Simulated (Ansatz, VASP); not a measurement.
# Two plane-wave programs on Mg2Zn3O

```
CELL_PARAMETERS angstrom
2.99877 0.00000 0.00000
0.00000 2.99877 0.00000
0.00000 0.00000 19.40325
ATOMIC_POSITIONS crystal
Mg 0.50000 0.00000 0.82122
Mg 0.50000 0.00000 0.05537
Mg 0.00000 0.50000 0.17878
Mg 0.00000 0.50000 0.94463
Zn 0.00000 0.50000 0.72204
Zn 0.50000 0.00000 0.27796
Zn 0.00000 0.50000 0.36354
Zn 0.50000 0.00000 0.63646
Zn 0.00000 0.50000 0.54518
Zn 0.50000 0.00000 0.45482
O 0.50000 0.00000 0.94421
O 0.00000 0.50000 0.05579
```

Alike in both runs: functional PBE; k mesh 10 × 10 × 2; occupations gaussian, width 0.1 eV; no spin polarisation.

Ansatz relaxed the structure, and its values are those at the end. VASP's run is a single point on that final structure, the one shown.

|  | VASP | Ansatz |
| --- | --- | --- |
| version | VASP 6.6.1 | Ansatz 0.2.0 |
| potentials or method | VASP PAW PBE potentials, release 64 (Mg, Zn, O), cutoff 520 eV | scalar-relativistic, plane waves, PAW |
| valence electrons in the cell | 92 | 124 |

|  | VASP | Ansatz | Ansatz less VASP |
| --- | --- | --- | --- |
| gap on the k mesh at the Fermi level (eV) | none | none | - |
| pressure (GPa) | 0.0 | 0.0 | +0.06 |
| rms of the force components (eV/Å) | 0.006 | 0.002 | -0.0040 |

A gap of «none» marks a metal or a gap that the smearing closes. The functional is the same, so the differences come from potentials, cutoffs and numerics. VASP's potentials hold 92 valence electrons a cell and Ansatz's 124, so a difference there can come from the potentials and not from the codes.
